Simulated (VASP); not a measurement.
A run of VASP 6.6.1:

File INCAR:

```
  ALGO = Normal
  EDIFF = 1E-6
  EDIFFG = -0.01
  ENCUT = 600
  GGA = PS
  IBRION = 2
  ISIF = 3
  ISMEAR = 1
  ISPIN = 2
  IVDW = 12
  LASPH = T
  LCHARG = F
  LMAXMIX = 4
  LORBIT = 11
  LREAL = F
  LWAVE = F
  MAGMOM = 2.8 2.8 2.8 0
  NELM = 150
  NSW = 80
  PREC = Accurate
  SIGMA = 0.02
```

Contents of KPOINTS:

```
k-points
0
Gamma
  10 10 10
```

Contents of POSCAR:

```
Mn3Si
1.0
    0.0000000000      2.8610000000      2.8610000000
    2.8610000000      0.0000000000      2.8610000000
    2.8610000000      2.8610000000      0.0000000000
Mn Si
3 1
Direct
    0.5000000000      0.5000000000      0.5000000000
    0.2500000000      0.2500000000      0.2500000000
    0.7500000000      0.7500000000      0.7500000000
    0.0000000000      0.0000000000      0.0000000000
```

Potentials or basis: VASP PAW PBE potentials, release 64 (Mn_pv, Si).

The run is started by

```console
$ cat potpaw_PBE.64/Mn_pv/POTCAR potpaw_PBE.64/Si/POTCAR > POTCAR
$ mpirun -np 1 vasp_std > vasp.out
```

Hardware: 1 thread of Intel Xeon 6975P-C, with other jobs on the host.

Task: How long does it take, and how much memory?

Result: Run time: 24 min on 1 thread of Intel Xeon 6975P-C, with other jobs on the host, peak memory 0.31 GiB. Counts: scf iterations 193, k points 47, ion steps 4.
